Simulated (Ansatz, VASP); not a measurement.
One calculation of MoS2, two programs

File INCAR:

```
ALGO = Normal
EDIFF = 1E-6
ENCUT = 520
GGA = CA
ISIF = 2
ISMEAR = -1
LASPH = T
LCHARG = F
LREAL = F
LWAVE = F
NBANDS = 20
NELM = 80
PREC = Accurate
SIGMA = 0.05
```

The input KPOINTS:

```
k-points
0
Gamma
  10 10 10
```

Contents of POSCAR:

```
MoS2
1.0
    1.6165961300      0.9333422108      6.2349290104
   -1.6165961300      0.9333422108      6.2349290104
    0.0000000000     -1.8666844216      6.2349290104
Mo S
1 2
Direct
    0.0000000000      0.0000000000      0.0000000000
    0.2500000000      0.2500000000      0.2500000000
    0.7500000000      0.7500000000      0.7500000000
```

input.yaml

```yaml
crystal:
  lattice:
    - [1.61659613, 0.9333422108, 6.2349290104]
    - [-1.61659613, 0.9333422108, 6.2349290104]
    - [0.0, -1.8666844216, 6.2349290104]
  atoms:
    - { symbol: Mo, position: [0.0, 0.0, 0.0] }
    - { symbol: S, position: [0.25, 0.25, 0.25] }
    - { symbol: S, position: [0.75, 0.75, 0.75] }
hamiltonian:
  xc: lda
  pseudopotentials: { kind: paw }
kpoints:
  mp_grid: { grid: [10, 10, 10] }
scf:
  occupations: { method: fermi_dirac, width: 0.05 }
output:
  forces: true
  stress: true
  eigenvalues: true
```

Alike in both runs: task single point; functional LDA; k mesh 10 × 10 × 10; occupations fermi-dirac, width 0.05 eV; no spin polarisation.

|  | VASP | Ansatz |
| --- | --- | --- |
| version | VASP 6.6.1 | Ansatz 0.2.0 |
| potentials or method | VASP PAW LDA potentials, release 64 (Mo_sv, S) | Ansatz PAW |
| plane-wave cutoff (eV) | 520 | 420 |
| valence electrons in the cell | 26 | 26 |

|  | VASP | Ansatz | Ansatz less VASP |
| --- | --- | --- | --- |
| gap on the k mesh at the Fermi level (eV) | none | none | - |
| pressure (GPa) | -7.7 | -7.8 | -0.11 |
| traceless stress, the component that is largest in VASP (GPa) | 2.23 | 2.21 | -0.013 |
| rms of the force components (eV/Å) | 0.165 | 0.176 | +0.0104 |

LDA's correlation is that of Perdew and Zunger in VASP and of Perdew and Wang (1992) in Ansatz. Atom by atom the forces differ by 0.010 eV/Å (rms over components). A gap of «none» marks a metal or a gap that the smearing closes.
